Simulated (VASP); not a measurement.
# TiSi (P-6m2) in VASP: single point with PBEsol

Aim: the single point of TiSi with PBEsol.

Everything below comes from runs of VASP 6.6.1. Logs are shortened: lines on timing, memory, paths and dates and some standing lists are left out, and cuts for length are marked.

### 1 The cell of the first run

Symmetry: P-6m2, No. 187, hexagonal system. The conventional cell has a = 4.464 Å, b = 4.464 Å, c = 5.093 Å, α = 90.00°, β = 90.00°, γ = 120.00°. Si (site symmetry -6m2) has 8 Ti at 2.55 to 2.87 Å and 6 Si at 2.86 Å within 3.4 Å. Within 3.3 Å of Si (site symmetry 3m) lie 5 Si at 2.48 to 2.86 Å and 6 Ti at 2.58 to 2.89 Å. Within 3.4 Å of Ti (site symmetry -6m2) lie 8 Si at 2.55 to 2.89 Å and 6 Ti at 2.88 Å. Ti (site symmetry 3m) has 5 Ti at 2.54 to 2.88 Å and 6 Si at 2.58 to 2.87 Å within 3.4 Å.

### 2 Single point, PBEsol

The input, INCAR:

```
PREC = Accurate
ENCUT = 520
EDIFF = 1E-6
ISMEAR = 0
SIGMA = 0.1
LREAL = F
LASPH = T
NELM = 100
ALGO = Normal
ISIF = 2
LWAVE = F
LCHARG = T
GGA = PS
LELF = T
LVHAR = T
NBANDS = 33
```

The input, KPOINTS:

```
regular mesh
0
Gamma
  12 12 8
```

The input, POSCAR:

```
TiSi
1.0
    2.2322490590     -3.8663687854      0.0000000000
   -4.4644981181      0.0000000000      0.0000000000
    0.0000000000      0.0000000000     -5.0928188702
Si Ti
3 3
Direct
    0.0000000000      1.0000000000      0.5000000000
    0.3333333333      0.6666666667      0.2566198816
    0.3333333333      0.6666666667      0.7433801184
    0.0000000000      1.0000000000      0.0000000000
    0.6666666667      0.3333333333      0.2503045003
    0.6666666667      0.3333333333      0.7496954997
```

Potentials or basis: VASP PAW PBE potentials, release 64 (Si, Ti_sv).

The run is started by

```console
$ cat potpaw_PBE.64/Si/POTCAR potpaw_PBE.64/Ti_sv/POTCAR > POTCAR
$ mpirun -np 1 vasp_std > vasp.out
```

OUTCAR:

```text
PREC = Accurate
   ENCUT = 520
   EDIFF = 1E-6
   ISMEAR = 0
   LREAL = F
   LASPH = T
   NELM = 100
   ISIF = 2
   GGA = PS

 ion  position               nearest neighbor table
   1  0.000  0.000  0.500-   4 2.55   4 2.55   2 2.86   3 2.86   2 2.86   3 2.86   2 2.86   3 2.86
                             6 2.87   5 2.87   5 2.87   6 2.87   5 2.87   6 2.87
   2  0.333  0.667  0.257-   3 2.48   5 2.58   5 2.58   5 2.58   3 2.61   1 2.86   1 2.86   1 2.86
                             4 2.89   4 2.89   4 2.89
   3  0.333  0.667  0.743-   2 2.48   6 2.58   6 2.58   6 2.58   2 2.61   1 2.86   1 2.86   1 2.86
                             4 2.89   4 2.89   4 2.89
   4  0.000  0.000  0.000-   1 2.55   1 2.55   6 2.88   5 2.88   5 2.88   6 2.88   5 2.88   6 2.88
                             3 2.89   2 2.89   2 2.89   3 2.89   2 2.89   3 2.89
   5  0.667  0.333  0.250-   6 2.54   6 2.55   2 2.58   2 2.58   2 2.58   1 2.87   1 2.87   1 2.87
                             4 2.88   4 2.88   4 2.88
   6  0.667  0.333  0.750-   5 2.54   5 2.55   3 2.58   3 2.58   3 2.58   1 2.87   1 2.87   1 2.87
                             4 2.88   4 2.88   4 2.88

  LATTYP: Found a hexagonal cell.
 ALAT       =     4.4644981181
 C/A-ratio  =     1.1407371524

  Lattice vectors:

 A1 = (   2.2322490590,  -3.8663687854,   0.0000000000)
 A2 = (  -4.4644981181,   0.0000000000,   0.0000000000)
 A3 = (   0.0000000000,   0.0000000000,  -5.0928188702)

Analysis of symmetry for initial positions (statically):
=====================================================================
 Subroutine PRICEL returns:
 Original cell was already a primitive cell.

 Routine SETGRP: Setting up the symmetry group for a
 hexagonal supercell.

 Subroutine GETGRP returns: Found 12 space group operations
 (whereof 12 operations were pure point group operations)
 out of a pool of 24 trial point group operations.

The static configuration has the point symmetry D_3h.

Analysis of symmetry for dynamics (positions and initial velocities):
=====================================================================
 Subroutine PRICEL returns:
 Original cell was already a primitive cell.

 Routine SETGRP: Setting up the symmetry group for a
 hexagonal supercell.

 Subroutine GETGRP returns: Found 12 space group operations
 (whereof 12 operations were pure point group operations)
 out of a pool of 24 trial point group operations.

The dynamic configuration has the point symmetry D_3h.

 Subroutine INISYM returns: Found 12 space group operations
 (whereof 12 operations are pure point group operations),
 and found     1 'primitive' translations

----------------------------------------------------------------------------------------

                                     Primitive cell

  volume of cell :      87.9092

  direct lattice vectors                    reciprocal lattice vectors
     2.232249059 -3.866368785  0.000000000     0.000000000 -0.258640615  0.000000000
    -4.464498118  0.000000000  0.000000000    -0.223989343 -0.129320307  0.000000000
     0.000000000  0.000000000 -5.092818870     0.000000000  0.000000000 -0.196354912

  length of vectors
     4.464498118  4.464498118  5.092818870     0.258640615  0.258640615  0.196354912

  position of ions in fractional coordinates (direct lattice)
     0.000000000  0.000000000  0.500000000
     0.333333333  0.666666667  0.256619882
     0.333333333  0.666666667  0.743380118
     0.000000000  0.000000000  0.000000000
     0.666666667  0.333333333  0.250304500
     0.666666667  0.333333333  0.749695500

  ion indices of the primitive-cell ions
   primitive index   ion index
                 1           1
                 2           2
                 3           3
                 4           4
                 5           5
                 6           6

----------------------------------------------------------------------------------------

 KPOINTS: regular mesh

Automatic generation of k-mesh.
 Grid dimensions read from file:
 generate k-points for:   12   12    8

 Generating k-lattice:

  Cartesian coordinates                     Fractional coordinates (reciprocal lattice)
     0.000000000 -0.021553385  0.000000000     0.083333333  0.000000000  0.000000000
    -0.018665779 -0.010776692  0.000000000     0.000000000  0.083333333  0.000000000
     0.000000000  0.000000000 -0.024544364     0.000000000  0.000000000  0.125000000

  Length of vectors
     0.021553385  0.021553385  0.024544364

  Shift w.r.t. Gamma in fractional coordinates (k-lattice)
     0.000000000  0.000000000  0.000000000

 Subroutine IBZKPT returns following result:
 ===========================================

 Found     95 irreducible k-points:

 Following reciprocal coordinates:
            Coordinates               Weight
  0.000000  0.000000  0.000000      1.000000
  0.083333  0.000000  0.000000      6.000000
  0.166667  0.000000  0.000000      6.000000
  0.250000  0.000000  0.000000      6.000000
  0.333333  0.000000  0.000000      6.000000
  0.416667  0.000000  0.000000      6.000000
[... 16 lines left out ...]
  0.250000  0.000000  0.125000     12.000000
  0.333333  0.000000  0.125000     12.000000
 [... further k-points ...]
   k-points           NKPTS =     95   k-points in BZ     NKDIM =     95   number of bands    NBANDS=     33
   number of dos      NEDOS =    301   number of ions     NIONS =      6
   total plane-waves  NPLWV =  51840
   dimension x,y,z NGX =    36 NGY =   36 NGZ =   40
   dimension x,y,z NGXF=    72 NGYF=   72 NGZF=   80
   ions per type =               3   3
   NGX,Y,Z   is equivalent  to a cutoff of  13.41, 13.41, 13.06 a.u.
   NGXF,Y,Z  is equivalent  to a cutoff of  26.81, 26.81, 26.11 a.u.
 SYSTEM =  unknown system
   PREC   = accura    normal or accurate (medium, high low for compatibility)
   ISTART =      0    job   : 0-new  1-cont  2-samecut
   ICHARG =      2    charge: 1-file 2-atom 10-const
   ISPIN  =      1    spin polarized calculation?
   LNONCOLLINEAR =      F non collinear calculations
   LSORBIT =      F    spin-orbit coupling
   LASPH  =      T    aspherical Exc in radial PAW
   ENCUT  =  520.0 eV  38.22 Ry    6.18 a.u.   8.30  8.30  9.47*2*pi/ulx,y,z
   NELM   =    100;   NELMIN=  2; NELMDL= -5     # of ELM steps
   EDIFF  = 0.1E-05   stopping-criterion for ELM
   LREAL  =      F    real-space projection
   EDIFFG = 0.1E-04   stopping-criterion for IOM
   NSW    =      0    number of steps for IOM
   IBRION =     -1    ionic relax: 0-MD 1-quasi-New 2-CG
   NFREE  =      0    steps in history (QN), initial steepest desc. (CG)
   ISIF   =      2    stress and relaxation
   ISYM   =      2    0-nonsym 1-usesym 2-fastsym
   POTIM  = 0.5000    time-step for ionic-motion
   TEBEG  =    0.0;   TEEND  =   0.0 temperature during run
   PSTRESS=    0.0 pullay stress
   NELECT =      48.0000    total number of electrons
   NUPDOWN=      -1.0000    fix difference up-down
   EMIN   =  10.00;   EMAX   =-10.00  energy-range for DOS
   EFERMI =   0.00;   METHOD = LEGACY
   ISMEAR =     0;   SIGMA  =   0.10  broadening in eV -4-tet -1-fermi 0-gaus
   EFERMI_NEDOS =   21; number of points for ismear=-14 and -15
   IALGO  =     38    algorithm
   IMIX   =      4    mixing-type and parameters
     AMIX     =   0.40;   BMIX     =  1.00
     AMIX_MAG =   1.60;   BMIX_MAG =  1.00
  volume/ion in A,a.u.               =      14.65        98.87
  Fermi-wavevector in a.u.,A,eV,Ry     =   1.338065  2.528576 24.360113  1.790418
  Thomas-Fermi vector in A             =   2.466565
   LORBIT       =      0    0 simple, 1 ext, 2 COOP (PROOUT), +10 PAW based schemes
   GGA     = PS    functional components
   LHFCALC =     F    Hartree Fock is set to
   AEXX    =    0.0000 exact exchange contribution
   IVDW    =     0    specifies the selected vdW correction
   LEPSILON=     F    determine dielectric tensor
   LRPA    =     F    only Hartree local field effects (RPA)
 non-spin polarized calculation
 Gauss-broadening in eV      SIGMA  =   0.10
  energy-cutoff  :      520.00
  volume of cell :       87.91
 maximum number of plane-waves:      2393
 NGX is ok and might be reduce to    36
   NGX = 17   NGY = 17   NGZ = 19

 number of electron      48.0000019 magnetization

 Free energy of the ion-electron system (eV)
  ---------------------------------------------------
  ext. energy  EPLUGINS =         0.00000000
  ---------------------------------------------------
  free energy    TOTEN  =       -43.72546371 eV

  energy without entropy =      -43.68629015  energy(sigma->0) =      -43.70587693

 E-fermi :   9.6200     XC(G=0): -11.8259

 val. band max:        9.6178350582   @ k =   0.4167   0.0833   0.2500
 cond. band min:       9.6226987051   @ k =   0.2500   0.0000   0.3750
 fundamental gap:      0.0048636469
 Fermi energy:         9.6200367009

 k-point     1 :       0.0000    0.0000    0.0000
  band No.  band energies     occupation
      1     -46.6269      2.00000
      2     -46.2343      2.00000
      3     -46.0621      2.00000
      4     -23.1340      2.00000
      5     -23.0909      2.00000
      6     -23.0379      2.00000
[... 25 lines left out ...]
     32      13.2059      0.00000
     33      13.2089      0.00000

 k-point     2 :       0.0833    0.0000    0.0000
  band No.  band energies     occupation
      1     -46.6265      2.00000
      2     -46.2347      2.00000
      3     -46.0621      2.00000
      4     -23.1428      2.00000
      5     -23.0927      2.00000
      6     -23.0398      2.00000
[... 25 lines left out ...]
     32      13.0070      0.00000
     33      13.1820      0.00000

 k-point     3 :       0.1667    0.0000    0.0000
  band No.  band energies     occupation
      1     -46.6254      2.00000
      2     -46.2358      2.00000
      3     -46.0621      2.00000
      4     -23.1611      2.00000
      5     -23.0978      2.00000
      6     -23.0449      2.00000
[... 25 lines left out ...]
     32      13.0498      0.00000
     33      13.1803      0.00000

 k-point     4 :       0.2500    0.0000    0.0000
  band No.  band energies     occupation
      1     -46.6238      2.00000
      2     -46.2373      2.00000
      3     -46.0620      2.00000
      4     -23.1799      2.00000
      5     -23.1045      2.00000
      6     -23.0518      2.00000
[... 25 lines left out ...]
     32      13.1254      0.00000
     33      13.1525      0.00000

 k-point     5 :       0.3333    0.0000    0.0000
  band No.  band energies     occupation
      1     -46.6223      2.00000
      2     -46.2388      2.00000
      3     -46.0619      2.00000
      4     -23.1950      2.00000
      5     -23.1111      2.00000
      6     -23.0584      2.00000
[... 604 lines left out ...]
 k-point    22 :       0.1667    0.0000    0.1250
  band No.  band energies     occupation
      1     -46.6252      2.00000
      2     -46.2294      2.00000
      3     -46.0689      2.00000
      4     -23.1290      2.00000
      5     -23.0977      2.00000
      6     -23.0436      2.00000
[... 25 lines left out ...]
     32      13.0530      0.00000
     33      13.1010      0.00000

 k-point    23 :       0.2500    0.0000    0.1250
  band No.  band energies     occupation
      1     -46.6237      2.00000
      2     -46.2308      2.00000
      3     -46.0688      2.00000
      4     -23.1489      2.00000
      5     -23.1051      2.00000
      6     -23.0504      2.00000
[... 25 lines left out ...]
     32      13.0104      0.00000
     33      13.0546      0.00000

 k-point    24 :       0.3333    0.0000    0.1250
  band No.  band energies     occupation
      1     -46.6222      2.00000
      2     -46.2323      2.00000
      3     -46.0688      2.00000
      4     -23.1646      2.00000
      5     -23.1120      2.00000
      6     -23.0569      2.00000
[... 25 lines left out ...]
     32      12.9900      0.00000
     33      13.1380      0.00000

 [... further k-points ...]

------------------------ aborting loop because EDIFF is reached ----------------------------------------

  FORCE on cell =-STRESS in cart. coord.  units (eV):
  Direction    XX          YY          ZZ          XY          YZ          ZX
  --------------------------------------------------------------------------------------
  -------------------------------------------------------------------------------------
  Total        0.0113170      0.0113170      0.0169468      0.0000000     -0.0000000      0.0000000
  in kB        0.2062574      0.2062574      0.3088623      0.0000000     -0.0000000      0.0000000
  external PRESSURE =       0.2404590 kB  Pullay stress =       0.0000000 kB

 VOLUME and BASIS-vectors are now :
 -----------------------------------------------------------------------------
  energy-cutoff  :      520.00
  volume of cell :       87.91
      direct lattice vectors                 reciprocal lattice vectors
     2.232249059 -3.866368785  0.000000000     0.000000000 -0.258640615  0.000000000
    -4.464498118  0.000000000  0.000000000    -0.223989343 -0.129320307  0.000000000
     0.000000000  0.000000000 -5.092818870     0.000000000  0.000000000 -0.196354912

 POSITION                                       TOTAL-FORCE (eV/Angst)
 -----------------------------------------------------------------------------------
      0.00000      0.00000     -2.54641        -0.000000     -0.000000      0.000000
     -2.23225     -1.28879     -1.30692         0.000000     -0.000000      0.006541
     -2.23225     -1.28879     -3.78590         0.000000     -0.000000     -0.006541
      0.00000      0.00000      0.00000        -0.000000     -0.000000      0.000000
      0.00000     -2.57758     -1.27476        -0.000000      0.000000     -0.001209
      0.00000     -2.57758     -3.81806        -0.000000      0.000000      0.001209
 -----------------------------------------------------------------------------------
    total drift:                               -0.000002      0.000001     -0.000000

  FREE ENERGIE OF THE ION-ELECTRON SYSTEM (eV)
  ---------------------------------------------------
  free  energy   TOTEN  =       -43.7254637112 eV

  energy  without entropy=      -43.6862901477  energy(sigma->0) =      -43.70587693
```

It took 6 min on 1 thread of AMD EPYC 9R45 (Zen 5), shared host; peak memory 0.32 GiB.

What came out:

```
Free energy            : -43.7255 eV
Pressure               : 0.0 GPa
Largest force          : 0.007 eV/Å
Band gap on the k mesh : zero (band 24 reaches 9.92 eV, above the bottom of band 25 at 8.88 eV)
```

Forces in eV/Å, atoms in the order of the input:
```
Si   0.000  0.000  0.000
Si   0.000  0.000  0.007
Si   0.000  0.000 -0.007
Ti   0.000  0.000  0.000
Ti   0.000  0.000 -0.001
Ti   0.000  0.000  0.001
```

Caveat: the PAW data sets were made with another functional, which shifts forces and pressure a little.
